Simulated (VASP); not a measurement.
# Ga: single point with PBEsol

Ga:

```
Ga
1.0
     2.23505   -3.79866   -0.22350
     2.23505    3.79866   -0.22350
    -0.44898    0.00000    5.16324
Ga
4
Direct
  0.15592 0.84408 0.08325
  0.65592 0.34408 0.41675
  0.84408 0.15592 0.91675
  0.34408 0.65592 0.58325
```

This cell differs from its parent crystal: engineering shear strain xz -0.2000, normal strain along z +0.1500.

```json
{"Program": "VASP 6.6.1", "Task": "single point", "Functional": "PBEsol", "Potentials or basis": "VASP PAW PBE potentials, release 64 (Ga_d)", "Cutoff": "520 eV", "k mesh": "10 × 10 × 10", "Occupations": "gaussian, width 0.15 eV", "Spin": "no spin polarisation"}
```

The pressure is -3.8 GPa and the largest force is 0.416 eV/Å. The band gap on the k mesh is zero (bands 26 and 27 overlap by 1.81 eV).

Forces on the atoms (eV/Å):
```
Ga  -0.206 -0.337 -0.131
Ga   0.206 -0.337  0.131
Ga   0.206  0.337  0.131
Ga  -0.206  0.337 -0.131
```

Stress tensor (GPa, compression positive):
```
-4.34  0.00  2.54
 0.00 -2.15  0.00
 2.54  0.00 -4.92
```

Levels at points of the mesh, in eV from the Fermi level:
```tsv
k point	band 23	band 24	band 25	band 26	band 27	band 28	band 29	band 30
(0.00, 0.00, 0.00)	-4.24	-0.80	-0.44	-0.04	1.27	1.49	1.96	2.50
(0.50, 0.00, 0.00)	-4.23	-3.00	-1.98	-0.94	-0.23	1.17	3.07	3.45
(0.50, 0.50, 0.00)	-3.69	-2.80	-2.39	-1.77	0.72	0.91	1.16	2.33
(0.00, 0.00, 0.50)	-0.72	-0.72	0.28	0.28	1.79	1.79	2.11	2.11
(0.50, 0.00, 0.50)	-6.05	-5.19	-1.39	-0.63	0.29	1.15	4.24	4.55
(0.50, 0.50, 0.50)	-5.22	-5.22	-1.27	-1.27	0.60	0.60	4.51	4.51
```

Wall time 17 min on 1 thread of Intel(R) Xeon(R) Platinum 8488C (Sapphire Rapids), with other jobs on the host, peak memory 0.65 GiB.

Caveat: the cell differs from its parent crystal (engineering shear strain xz -0.2000, normal strain along z +0.1500); the cell stands under tension; the PAW data sets were made with another functional, which shifts forces and pressure a little.
